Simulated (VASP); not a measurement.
# P2Rh2O7 (C2/m) in VASP: single point with PBE

Aim: the single point of P2Rh2O7 with PBE.

Program: VASP 6.6.1. These are calculated values, not measurements. Logs are shortened: lines on timing, memory, paths and dates and some standing lists are left out, and cuts for length are marked.

## 1. The cell of the first run

It takes space group C2/m (No. 12, monoclinic). Conventional cell: a = 6.666 Å, b = 8.559 Å, c = 4.542 Å, α = 90.00°, β = 102.59°, γ = 90.00°. Rh (site symmetry 2) has 6 O at 2.12 to 2.33 Å within 2.8 Å. P (site symmetry m) has 4 O at 1.53 to 1.56 Å within 2.0 Å. O (site symmetry m) has 1 P at 1.53 Å within 2.0 Å. O (site symmetry 1) has 1 P at 1.53 Å within 2.0 Å. Within 2.1 Å of O (site symmetry 2/m) lie 2 P at 1.56 Å.

## 2. Single point, PBE

The input, INCAR:

```
SYSTEM = P2Rh2O7
  PREC = Accurate
  ENCUT = 520
  EDIFF = 1E-7
  ISMEAR = -1
  SIGMA = 0.1
  LREAL = .False.
  LASPH = .True.
  NELM = 100
  ALGO = Normal
  ISIF = 2
  LWAVE = .False.
  LCHARG = .True.
  GGA = PE
  LELF = .True.
  LVHAR = .True.
  NBANDS = 52
```

The input, KPOINTS:

```
regular mesh
0
Gamma
  6 5 5
  0 0 0
```

The input, POSCAR:

```
P2Rh2O7
1.0
   -4.5417730000      0.0000000000      0.0000000000
   -0.7265130000     -4.2797480000      3.2528990000
   -0.7265130000      4.2797480000      3.2528990000
Rh P O
2 2 7
Direct
    0.5000000000      0.3074000000      0.6926000000
    0.5000000000      0.6926000000      0.3074000000
    0.0880000000      0.2130000000      0.2130000000
    0.9120000000      0.7870000000      0.7870000000
    0.7860000000      0.3690000000      0.3690000000
    0.2140000000      0.6310000000      0.6310000000
    0.2720000000      0.0770000000      0.3730000000
    0.7280000000      0.6270000000      0.9230000000
    0.7280000000      0.9230000000      0.6270000000
    0.2720000000      0.3730000000      0.0770000000
    0.0000000000      0.0000000000      0.0000000000
```

Potentials or basis: VASP PAW PBE potentials, release 64 (Rh_pv, P, O).

Command:

```console
cat potpaw_PBE.64/Rh_pv/POTCAR potpaw_PBE.64/P/POTCAR potpaw_PBE.64/O/POTCAR > POTCAR
mpirun -np 1 vasp_std > vasp.out
```

OUTCAR:

```text
SYSTEM = P2Rh2O7
   PREC = Accurate
   ENCUT = 520
   EDIFF = 1E-7
   ISMEAR = -1
   LREAL = .False.
   LASPH = .True.
   NELM = 100
   ISIF = 2
   GGA = PE

 ion  position               nearest neighbor table
   1  0.500  0.307  0.693-   9 2.12  10 2.12   5 2.16   6 2.16   7 2.33   8 2.33   2 3.30
   2  0.500  0.693  0.307-   7 2.12   8 2.12   5 2.16   6 2.16   9 2.33  10 2.33   1 3.30
   3  0.088  0.213  0.213-   7 1.53  10 1.53   5 1.53  11 1.56
   4  0.912  0.787  0.787-   8 1.53   9 1.53   6 1.53  11 1.56
   5  0.786  0.369  0.369-   3 1.53   2 2.16   1 2.16
   6  0.214  0.631  0.631-   4 1.53   2 2.16   1 2.16
   7  0.272  0.077  0.373-   3 1.53   2 2.12   1 2.33
   8  0.728  0.627  0.923-   4 1.53   2 2.12   1 2.33
   9  0.728  0.923  0.627-   4 1.53   1 2.12   2 2.33
  10  0.272  0.373  0.077-   3 1.53   1 2.12   2 2.33
  11  0.000  0.000  0.000-   3 1.56   4 1.56

  LATTYP: Found a base centered monoclinic cell.
 ALAT       =     6.6660852210
 B/A-ratio  =     1.2840363896
 C/A-ratio  =     0.6813253731
 COS(beta)  =    -0.2179729109

  Lattice vectors:

 A1 = (   0.7265130000,   4.2797480000,  -3.2528990000)
 A2 = (   0.7265130000,  -4.2797480000,  -3.2528990000)
 A3 = (  -4.5417730000,   0.0000000000,   0.0000000000)

Analysis of symmetry for initial positions (statically):
=====================================================================
 Subroutine PRICEL returns:
 Original cell was already a primitive cell.

 Routine SETGRP: Setting up the symmetry group for a
 base centered monoclinic supercell.

 Subroutine GETGRP returns: Found  4 space group operations
 (whereof  4 operations were pure point group operations)
 out of a pool of  4 trial point group operations.

The static configuration has the point symmetry C_2h.

Analysis of symmetry for dynamics (positions and initial velocities):
=====================================================================
 Subroutine PRICEL returns:
 Original cell was already a primitive cell.

 Routine SETGRP: Setting up the symmetry group for a
 base centered monoclinic supercell.

 Subroutine GETGRP returns: Found  4 space group operations
 (whereof  4 operations were pure point group operations)
 out of a pool of  4 trial point group operations.

The dynamic configuration has the point symmetry C_2h.

 Subroutine INISYM returns: Found  4 space group operations
 (whereof  4 operations are pure point group operations),
 and found     1 'primitive' translations

[... 115 lines left out ...]
   NSW    =      0    number of steps for IOM
   IBRION =     -1    ionic relax: 0-MD 1-quasi-New 2-CG
   NFREE  =      0    steps in history (QN), initial steepest desc. (CG)
   ISIF   =      2    stress and relaxation
   ISYM   =      2    0-nonsym 1-usesym 2-fastsym
   POTIM  = 0.5000    time-step for ionic-motion
   TEBEG  =    0.0;   TEEND  =   0.0 temperature during run
   PSTRESS=    0.0 pullay stress
   NELECT =      82.0000    total number of electrons
   NUPDOWN=      -1.0000    fix difference up-down
   EMIN   =  10.00;   EMAX   =-10.00  energy-range for DOS
   EFERMI =   0.00;   METHOD = LEGACY
   ISMEAR =    -1;   SIGMA  =   0.10  broadening in eV -4-tet -1-fermi 0-gaus
   EFERMI_NEDOS =   21; number of points for ismear=-14 and -15
   IALGO  =     38    algorithm
   IMIX   =      4    mixing-type and parameters
     AMIX     =   0.40;   BMIX     =  1.00
     AMIX_MAG =   1.60;   BMIX_MAG =  1.00
  volume/ion in A,a.u.               =      11.50        77.58
  Fermi-wavevector in a.u.,A,eV,Ry     =   1.416983  2.677710 27.318342  2.007842
  Thomas-Fermi vector in A             =   2.538261
   LORBIT       =      0    0 simple, 1 ext, 2 COOP (PROOUT), +10 PAW based schemes
   GGA     = PE    functional components
   LHFCALC =     F    Hartree Fock is set to
   AEXX    =    0.0000 exact exchange contribution
   IVDW    =     0    specifies the selected vdW correction
   LEPSILON=     F    determine dielectric tensor
   LRPA    =     F    only Hartree local field effects (RPA)
 non-spin polarized calculation
  energy-cutoff  :      520.00
  volume of cell :      126.46
 maximum number of plane-waves:      3432
 NGX is ok and might be reduce to    36
   NGX = 17   NGY = 21   NGZ = 21

 number of electron      82.0000007 magnetization

 Free energy of the ion-electron system (eV)
  ---------------------------------------------------
  ext. energy  EPLUGINS =         0.00000000
  ---------------------------------------------------
  free energy    TOTEN  =       -74.09811181 eV

  energy without entropy =      -73.87231961  energy(sigma->0) =      -73.98521571

 E-fermi :   6.1375     XC(G=0): -10.8207

 val. band max:        6.1370868723   @ k =  -0.1667   0.4000   0.2000
 cond. band min:       6.1403995569   @ k =   0.0000   0.2000   0.0000
 fundamental gap:      0.0033126847
 Fermi energy:         6.1374868492

 k-point     1 :       0.0000    0.0000    0.0000
  band No.  band energies     occupation
      1     -40.4146      2.00000
      2     -40.4057      2.00000
      3     -40.3376      2.00000
      4     -40.3119      2.00000
      5     -39.8887      2.00000
      6     -39.8814      2.00000
[... 1309 lines left out ...]
     51      13.4905      0.00000
     52      14.3665      0.00000

 [... further k-points ...]
[... 5 lines left out ...]
  --------------------------------------------------------------------------------------
  -------------------------------------------------------------------------------------
  Total        2.3440417      2.7167747      6.9049762      0.0000000      0.0000000     -1.4905222
  in kB       29.6983086     34.4207252     87.4839874      0.0000000      0.0000000    -18.8844715
  external PRESSURE =      50.5343404 kB  Pullay stress =       0.0000000 kB

 VOLUME and BASIS-vectors are now :
 -----------------------------------------------------------------------------
  energy-cutoff  :      520.00
  volume of cell :      126.46
      direct lattice vectors                 reciprocal lattice vectors
    -4.541773000  0.000000000  0.000000000    -0.220178331  0.000000000 -0.049175342
    -0.726513000 -4.279748000  3.252899000     0.000000000 -0.116829309  0.153709045
    -0.726513000  4.279748000  3.252899000     0.000000000  0.116829309  0.153709045

 POSITION                                       TOTAL-FORCE (eV/Angst)
 -----------------------------------------------------------------------------------
     -2.99740      1.64856      3.25290        -0.000000     -0.748470      0.000000
     -2.99740     -1.64856      3.25290        -0.000000      0.748470      0.000000
     -0.70917      0.00000      1.38573        -0.345576     -0.000000      0.048359
     -5.28563      0.00000      5.12006         0.345576     -0.000000     -0.048359
     -4.10600      0.00000      2.40064         0.838187     -0.000000      0.615491
     -1.88880      0.00000      4.10516        -0.838187     -0.000000     -0.615491
     -1.56229      1.26681      1.46380        -0.100655      0.771869     -0.212489
     -4.43251      1.26681      5.04199         0.100655      0.771869      0.212489
     -4.43251     -1.26681      5.04199         0.100655     -0.771869      0.212489
     -1.56229     -1.26681      1.46380        -0.100655     -0.771869     -0.212489
      0.00000      0.00000      0.00000         0.000000     -0.000000      0.000000
 -----------------------------------------------------------------------------------
    total drift:                               -0.000000      0.000000      0.000000

  FREE ENERGIE OF THE ION-ELECTRON SYSTEM (eV)
  ---------------------------------------------------
  free  energy   TOTEN  =       -74.0981118137 eV

  energy  without entropy=      -73.8723196087  energy(sigma->0) =      -73.98521571
```

OSZICAR:

```text
N       E                     dE             d eps       ncg     rms          rms(c)
DAV:   1     0.759925525210E+03    0.75993E+03   -0.47463E+04  5104   0.159E+03
DAV:   2    -0.362409065462E+02   -0.79617E+03   -0.76303E+03  5592   0.434E+02
DAV:   3    -0.830484899423E+02   -0.46808E+02   -0.46180E+02  5872   0.110E+02
DAV:   4    -0.837860263627E+02   -0.73754E+00   -0.73331E+00  6056   0.141E+01
DAV:   5    -0.838015517994E+02   -0.15525E-01   -0.15501E-01  5856   0.191E+00    0.375E+01
DAV:   6    -0.744184019447E+02    0.93831E+01   -0.43060E+01  5672   0.333E+01    0.211E+01
DAV:   7    -0.741556389283E+02    0.26276E+00   -0.43906E+00  5760   0.153E+01    0.102E+01
DAV:   8    -0.740923176142E+02    0.63321E-01   -0.35135E-01  5828   0.423E+00    0.320E+00
DAV:   9    -0.740953602142E+02   -0.30426E-02   -0.33187E-02  5924   0.130E+00    0.938E-01
DAV:  10    -0.740980307648E+02   -0.26706E-02   -0.85899E-03  6040   0.535E-01    0.381E-01
DAV:  11    -0.740979908333E+02    0.39932E-04   -0.19011E-03  6328   0.327E-01    0.116E-01
DAV:  12    -0.740980872757E+02   -0.96442E-04   -0.33098E-04  5772   0.111E-01    0.366E-02
DAV:  13    -0.740981047147E+02   -0.17439E-04   -0.92335E-05  5888   0.489E-02    0.165E-02
DAV:  14    -0.740981097432E+02   -0.50285E-05   -0.20619E-05  5848   0.286E-02    0.983E-03
DAV:  15    -0.740981117575E+02   -0.20143E-05   -0.52030E-06  5832   0.105E-02    0.308E-03
DAV:  16    -0.740981118137E+02   -0.56153E-07   -0.51224E-07  5520   0.439E-03
   1 F= -.74098112E+02 E0= -.73985216E+02  d E =-.225792E+00
```

Wall time 15 min (1 thread of Oxide Virtual Turin-like, shared host); peak memory 0.35 GiB.

What came out:

| Item | Value |
| --- | --- |
| Free energy | -74.0981 eV |
| Pressure | 5.1 GPa |
| Largest force | 1.040 eV/Å |
| Band gap on the k mesh | zero (band 41 reaches 6.20 eV, above the bottom of band 42 at 6.05 eV) |

Forces on the atoms (eV/Å):
```
Rh   0.000 -0.748  0.000
Rh   0.000  0.748  0.000
P   -0.346  0.000  0.048
P    0.346  0.000 -0.048
O    0.838  0.000  0.615
O   -0.838  0.000 -0.615
O   -0.101  0.772 -0.212
O    0.101  0.772  0.212
O    0.101 -0.772  0.212
O   -0.101 -0.772 -0.212
O    0.000  0.000  0.000
```

Stress tensor (GPa, compression positive):
```
 2.97  0.00 -1.89
 0.00  3.44  0.00
-1.89  0.00  8.75
```

Caveat: forces of over 1 eV/Å act on the atoms, so gaps and moduli don't describe the material at rest.
